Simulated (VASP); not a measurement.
# InSb (CsCl type) (Pm-3m) in VASP: further runs

InSb (CsCl type) is run at these levels: PBE, r2SCAN; tasks: relaxation of cell and atoms, single point.

Everything below comes from runs of VASP 6.6.1. Logs are shortened: lines on timing, memory, paths and dates and some standing lists are left out, and cuts for length are marked.

**1. The cell of the first run**

The structure is cubic, space group Pm-3m (No. 221). The conventional cell has a = 3.403 Å, b = 3.403 Å, c = 3.403 Å, α = 90.00°, β = 90.00°, γ = 90.00°. In (site symmetry m-3m) has 8 Sb at 2.95 Å and 6 In at 3.40 Å within 3.9 Å. Within 3.9 Å of Sb (site symmetry m-3m) lie 8 In at 2.95 Å and 6 Sb at 3.40 Å.

**2. Relaxation of cell and atoms, PBE**

File INCAR:

```
  PREC = Accurate
  ENCUT = 500
  EDIFF = 1E-7
  ISMEAR = -1
  SIGMA = 0.08
  LREAL = False
  LASPH = True
  NELM = 120
  ALGO = Normal
  ISIF = 3
  LWAVE = False
  LCHARG = False
  GGA = PE
  IBRION = 2
  NSW = 60
  EDIFFG = -0.005
  GGA_COMPAT = False
  NELMIN = 4
```

File KPOINTS:

```
Automatic mesh
0
Gamma
  11 11 11
```

File POSCAR:

```
InSb
1.0
    3.4033093062      0.0000000000      0.0000000000
    0.0000000000      3.4033093062      0.0000000000
    0.0000000000      0.0000000000      3.4033093062
In Sb
1 1
Direct
    0.0000000000      0.0000000000      0.0000000000
    0.5000000000      0.5000000000      0.5000000000
```

Potentials or basis: VASP PAW PBE potentials, release 64 (In_d, Sb).

On the command line:

```bash
cat potpaw_PBE.64/In_d/POTCAR potpaw_PBE.64/Sb/POTCAR > POTCAR
mpirun -np 1 vasp_std > vasp.out
```

OUTCAR:

```text
PREC = Accurate
   ENCUT = 500
   EDIFF = 1E-7
   ISMEAR = -1
   LREAL = False
   LASPH = True
   NELM = 120
   ISIF = 3
   GGA = PE
   IBRION = 2
   NSW = 60
   EDIFFG = -0.005
   NELMIN = 4

 ion  position               nearest neighbor table
   1  0.000  0.000  0.000-   2 2.95   2 2.95   2 2.95   2 2.95   2 2.95   2 2.95   2 2.95   2 2.95

   2  0.500  0.500  0.500-   1 2.95   1 2.95   1 2.95   1 2.95   1 2.95   1 2.95   1 2.95   1 2.95

  LATTYP: Found a simple cubic cell.
 ALAT       =     3.4033093062

  Lattice vectors:

 A1 = (   3.4033093062,   0.0000000000,   0.0000000000)
 A2 = (   0.0000000000,   3.4033093062,   0.0000000000)
 A3 = (   0.0000000000,   0.0000000000,   3.4033093062)

Analysis of symmetry for initial positions (statically):
=====================================================================
 Subroutine PRICEL returns:
 Original cell was already a primitive cell.

 Routine SETGRP: Setting up the symmetry group for a
 simple cubic supercell.

 Subroutine GETGRP returns: Found 48 space group operations
 (whereof 48 operations were pure point group operations)
 out of a pool of 48 trial point group operations.

The static configuration has the point symmetry O_h .

Analysis of symmetry for dynamics (positions and initial velocities):
=====================================================================
 Subroutine PRICEL returns:
 Original cell was already a primitive cell.

 Routine SETGRP: Setting up the symmetry group for a
 simple cubic supercell.

 Subroutine GETGRP returns: Found 48 space group operations
 (whereof 48 operations were pure point group operations)
 out of a pool of 48 trial point group operations.

The dynamic configuration has the point symmetry O_h .

 Subroutine INISYM returns: Found 48 space group operations
 (whereof 48 operations are pure point group operations),
 and found     1 'primitive' translations

----------------------------------------------------------------------------------------

                                     Primitive cell

  volume of cell :      39.4189

  direct lattice vectors                    reciprocal lattice vectors
     3.403309306  0.000000000  0.000000000     0.293831653  0.000000000  0.000000000
     0.000000000  3.403309306  0.000000000     0.000000000  0.293831653  0.000000000
     0.000000000  0.000000000  3.403309306     0.000000000  0.000000000  0.293831653

  length of vectors
     3.403309306  3.403309306  3.403309306     0.293831653  0.293831653  0.293831653

  position of ions in fractional coordinates (direct lattice)
     0.000000000  0.000000000  0.000000000
     0.500000000  0.500000000  0.500000000

  ion indices of the primitive-cell ions
   primitive index   ion index
                 1           1
                 2           2

----------------------------------------------------------------------------------------

 KPOINTS: Automatic mesh

Automatic generation of k-mesh.
 Grid dimensions read from file:
 generate k-points for:   11   11   11

 Generating k-lattice:

  Cartesian coordinates                     Fractional coordinates (reciprocal lattice)
     0.026711968  0.000000000  0.000000000     0.090909091  0.000000000  0.000000000
     0.000000000  0.026711968  0.000000000     0.000000000  0.090909091  0.000000000
     0.000000000  0.000000000  0.026711968     0.000000000  0.000000000  0.090909091

  Length of vectors
     0.026711968  0.026711968  0.026711968

  Shift w.r.t. Gamma in fractional coordinates (k-lattice)
     0.000000000  0.000000000  0.000000000

 Subroutine IBZKPT returns following result:
 ===========================================

 Found     56 irreducible k-points:

 Following reciprocal coordinates:
            Coordinates               Weight
  0.000000  0.000000  0.000000      1.000000
  0.090909  0.000000  0.000000      6.000000
  0.181818  0.000000  0.000000      6.000000
  0.272727  0.000000  0.000000      6.000000
  0.363636  0.000000  0.000000      6.000000
  0.454545  0.000000  0.000000      6.000000
[... 16 lines left out ...]
  0.181818  0.090909  0.090909     24.000000
  0.272727  0.090909  0.090909     24.000000
 [... further k-points ...]
   k-points           NKPTS =     56   k-points in BZ     NKDIM =     56   number of bands    NBANDS=     13
   number of dos      NEDOS =    301   number of ions     NIONS =      2
   total plane-waves  NPLWV =  21952
   dimension x,y,z NGX =    28 NGY =   28 NGZ =   28
   dimension x,y,z NGXF=    56 NGYF=   56 NGZF=   56
   ions per type =               1   1
   NGX,Y,Z   is equivalent  to a cutoff of  13.68, 13.68, 13.68 a.u.
   NGXF,Y,Z  is equivalent  to a cutoff of  27.36, 27.36, 27.36 a.u.
 SYSTEM =  unknown system
   PREC   = accura    normal or accurate (medium, high low for compatibility)
   ISTART =      0    job   : 0-new  1-cont  2-samecut
   ICHARG =      2    charge: 1-file 2-atom 10-const
   ISPIN  =      1    spin polarized calculation?
   LNONCOLLINEAR =      F non collinear calculations
   LSORBIT =      F    spin-orbit coupling
   LASPH  =      T    aspherical Exc in radial PAW
   ENCUT  =  500.0 eV  36.75 Ry    6.06 a.u.   6.21  6.21  6.21*2*pi/ulx,y,z
   NELM   =    120;   NELMIN=  4; NELMDL= -5     # of ELM steps
   EDIFF  = 0.1E-06   stopping-criterion for ELM
   LREAL  =      F    real-space projection
   EDIFFG = -.5E-02   stopping-criterion for IOM
   NSW    =     60    number of steps for IOM
   IBRION =      2    ionic relax: 0-MD 1-quasi-New 2-CG
   NFREE  =      1    steps in history (QN), initial steepest desc. (CG)
   ISIF   =      3    stress and relaxation
   ISYM   =      2    0-nonsym 1-usesym 2-fastsym
   POTIM  = 0.5000    time-step for ionic-motion
   TEBEG  =    0.0;   TEEND  =   0.0 temperature during run
   PSTRESS=    0.0 pullay stress
   NELECT =      18.0000    total number of electrons
   NUPDOWN=      -1.0000    fix difference up-down
   EMIN   =  10.00;   EMAX   =-10.00  energy-range for DOS
   EFERMI =   0.00;   METHOD = LEGACY
   ISMEAR =    -1;   SIGMA  =   0.08  broadening in eV -4-tet -1-fermi 0-gaus
   EFERMI_NEDOS =   21; number of points for ismear=-14 and -15
   IALGO  =     38    algorithm
   IMIX   =      4    mixing-type and parameters
     AMIX     =   0.40;   BMIX     =  1.00
     AMIX_MAG =   1.60;   BMIX_MAG =  1.00
  volume/ion in A,a.u.               =      19.71       133.01
  Fermi-wavevector in a.u.,A,eV,Ry     =   1.260659  2.382300 21.623205  1.589261
  Thomas-Fermi vector in A             =   2.394157
   LORBIT       =      0    0 simple, 1 ext, 2 COOP (PROOUT), +10 PAW based schemes
   GGA     = PE    functional components
   LHFCALC =     F    Hartree Fock is set to
   AEXX    =    0.0000 exact exchange contribution
   IVDW    =     0    specifies the selected vdW correction
   LEPSILON=     F    determine dielectric tensor
   LRPA    =     F    only Hartree local field effects (RPA)
 conjugate gradient relaxation of ions
 non-spin polarized calculation
  energy-cutoff  :      500.00
  volume of cell :       39.42
 maximum number of plane-waves:      1021
 NGX is ok and might be reduce to    28
   NGX = 13   NGY = 13   NGZ = 13

--------------------------------------- Ionic step        1  -------------------------------------------

 number of electron      17.9999991 magnetization

 Free energy of the ion-electron system (eV)
  ---------------------------------------------------
  ext. energy  EPLUGINS =         0.00000000
  ---------------------------------------------------
  free energy    TOTEN  =        -5.28179325 eV

  energy without entropy =       -5.25661860  energy(sigma->0) =       -5.26920592

 E-fermi :  12.2508     XC(G=0): -11.6691

 val. band max:       12.2361885315   @ k =   0.3636   0.0909   0.0909
 cond. band min:      12.2900160644   @ k =   0.3636   0.1818   0.0909
 fundamental gap:      0.0538275329
 Fermi energy:        12.2507952950

 k-point     1 :       0.0000    0.0000    0.0000
  band No.  band energies     occupation
      1      -2.9806      2.00000
      2      -2.9806      2.00000
      3      -2.6776      2.00000
      4      -2.6776      2.00000
      5      -2.6776      2.00000
      6      -1.9049      2.00000
      7      11.0760      2.00000
      8      11.0760      2.00000
      9      11.0760      2.00000
     10      12.1132      1.69623
     11      16.1469      0.00000
     12      16.1469      0.00000
     13      23.8588      0.00000
[... 891 lines left out ...]
 POSITION                                       TOTAL-FORCE (eV/Angst)
 -----------------------------------------------------------------------------------
      0.00000      0.00000      0.00000        -0.000000      0.000000      0.000000
      1.90370      1.90370      1.90370         0.000000      0.000000      0.000000
 -----------------------------------------------------------------------------------
    total drift:                               -0.000000      0.000000     -0.000000

  FREE ENERGIE OF THE ION-ELECTRON SYSTEM (eV)
  ---------------------------------------------------
  free  energy   TOTEN  =        -6.4931259355 eV

  energy  without entropy=       -6.4628631038  energy(sigma->0) =       -6.47799452

--------------------------------------- Ionic step        5  -------------------------------------------

 number of electron      17.9999988 magnetization

 Free energy of the ion-electron system (eV)
  ---------------------------------------------------
  ext. energy  EPLUGINS =         0.00000000
  ---------------------------------------------------
  free energy    TOTEN  =        -6.49317126 eV

  energy without entropy =       -6.46293404  energy(sigma->0) =       -6.47805265

 E-fermi :   7.4529     XC(G=0): -10.0702

 val. band max:        7.4104178782   @ k =   0.3636   0.2727   0.1818
 cond. band min:       7.4932234151   @ k =   0.4545   0.1818   0.1818
 fundamental gap:      0.0828055368
 Fermi energy:         7.4529198817

 k-point     1 :       0.0000    0.0000    0.0000
  band No.  band energies     occupation
      1      -7.0391      2.00000
      2      -7.0391      2.00000
      3      -6.9336      2.00000
      4      -6.9336      2.00000
      5      -6.9336      2.00000
      6      -3.8497      2.00000
      7       5.3068      2.00000
      8       6.8451      1.99900
      9       6.8451      1.99900
     10       6.8451      1.99900
     11      11.5664      0.00000
     12      11.5664      0.00000
     13      15.7148      0.00000
[... 390 lines left out ...]
 POSITION                                       TOTAL-FORCE (eV/Angst)
 -----------------------------------------------------------------------------------
      3.80438     -0.00000      3.80438        -0.000000     -0.000000      0.000000
      1.90219      1.90219      1.90219         0.000000      0.000000      0.000000
 -----------------------------------------------------------------------------------
    total drift:                                0.000000      0.000000      0.000000

  FREE ENERGIE OF THE ION-ELECTRON SYSTEM (eV)
  ---------------------------------------------------
  free  energy   TOTEN  =        -6.4931712568 eV

  energy  without entropy=       -6.4629340350  energy(sigma->0) =       -6.47805265

 reached required accuracy - stopping structural energy minimisation
```

It took 3.4 min on 1 thread of Intel Xeon 8259CL, shared host; peak memory 0.18 GiB.

What came out:

| Property | Result |
| --- | --- |
| Free energy | -6.4932 eV |
| Relaxed volume | 27.53 Å³/atom |
| Relaxed cell | a = 3.804 Å, b = 3.804 Å, c = 3.804 Å, α = 90.00°, β = 90.00°, γ = 90.00° |
| Space group after relaxing (to 0.1 Å) | Pm-3m (No. 221) |
| Energy gained by relaxing | 605.7 meV/atom |
| Ionic steps | 5 |
| Pressure after relaxing | 0.0 GPa |
| Band gap on the k mesh | zero (bands 9 and 10 overlap by 3.30 eV) |

The path:
```tsv
step	energy change (eV)	largest force (eV/Å)	pressure (GPa)	volume (Å³)
1	0.0000	0.0000	34.64	39.42
2	-0.8835	0.0000	-6.02	69.07
3	-1.2111	0.0000	0.26	54.76
4	-1.2113	0.0000	-0.10	55.19
5	-1.2114	0.0000	0.00	55.06
```

Final structure:
```xyz
2
Lattice="3.8044 0.0000 0.0000 0.0000 3.8044 0.0000 0.0000 0.0000 3.8044" Properties=species:S:1:pos:R:3 pbc="T T T"
In    3.8044    0.0000    3.8044
Sb    1.9022    1.9022    1.9022
```

Levels at points of the mesh, in eV from the Fermi level:
```
           k point  band 5  band 6  band 7  band 8  band 9  band 10  band 11  band 12  band 13
(0.00, 0.00, 0.00)  -14.39  -11.30   -2.15   -0.61   -0.61    -0.61     4.11     4.11     8.26
```

Caveat: the volume moved by over 15 % at a fixed basis, so the end points are rough; spin-orbit coupling is left out, which moves the levels of the heavy elements.

**3. Single point, r2SCAN, collinear spin, zero start**

This run uses another cell than the first one, of 27.57 Å³/atom.

File POSCAR:

```
InSb
1.0
    3.8062691655      0.0000000000      0.0000000000
    0.0000000000      3.8062691655      0.0000000000
    0.0000000000      0.0000000000      3.8062691655
In Sb
1 1
Direct
    0.0000000000      0.0000000000      0.0000000000
    0.5000000000      0.5000000000      0.5000000000
```

File INCAR.step1:

```
PREC = Accurate ; ENCUT = 550
ISMEAR = -1 ; SIGMA = 0.08
LREAL = F ; LASPH = T
NELM = 200 ; ISPIN = 2
MAGMOM = 0 0 ; NBANDS = 20
GGA = PE ; ALGO = Normal
EDIFF = 1E-5 ; LWAVE = T
LCHARG = F ; GGA_COMPAT = F
```

File INCAR.step2:

```
PREC = Accurate ; ENCUT = 550
EDIFF = 1E-6 ; ISMEAR = -1
SIGMA = 0.08 ; LREAL = F
LASPH = T ; NELM = 200
ALGO = Normal ; ISIF = 2
LWAVE = F ; LCHARG = T
ISPIN = 2 ; MAGMOM = 0 0
LORBIT = 11 ; METAGGA = R2SCAN
LMIXTAU = T ; LELF = T
LVHAR = T ; NBANDS = 20
ISTART = 1 ; GGA_COMPAT = F
```

KPOINTS is that of step 2.

Potentials or basis: VASP PAW PBE potentials, release 64 (In_d, Sb).

On the command line:

```bash
cat potpaw_PBE.64/In_d/POTCAR potpaw_PBE.64/Sb/POTCAR > POTCAR
cp INCAR.step1 INCAR
mpirun -np 1 vasp_std > vasp.out
cp INCAR.step2 INCAR
mpirun -np 1 vasp_std > vasp.out
```

It took 11 min on 1 thread of Intel Xeon 8259CL, shared host; peak memory 0.27 GiB.

Results (log left out):

```yaml
Free_energy: -47.9794 eV
Pressure: -1.0 GPa
Band_gap_on_the_k_mesh: zero (filled and empty bands overlap)
Net_moment: 0.00 μB per cell
Valence_electrons_inside_the_program's_atomic_spheres: In 11.31; Sb 2.35
```

Levels at points of the mesh, in eV from the Fermi level:
Spin up:
| k point | band 6 | band 7 | band 8 | band 9 | band 10 | band 11 | band 12 | band 13 |
| --- | --- | --- | --- | --- | --- | --- | --- | --- |
| (0.00, 0.00, 0.00) | -11.81 | -1.96 | -0.72 | -0.72 | -0.72 | 4.49 | 4.49 | 8.73 |
Spin down:
```
           k point  band 6  band 7  band 8  band 9  band 10  band 11  band 12  band 13
(0.00, 0.00, 0.00)  -11.81   -1.96   -0.72   -0.72    -0.72     4.49     4.49     8.73
```

Caveat: the PAW data sets were made with another functional, which shifts forces and pressure a little; spin-orbit coupling is left out, which moves the levels of the heavy elements.

The gap in the log of VASP goes by the Fermi energy; the results here count the filled bands.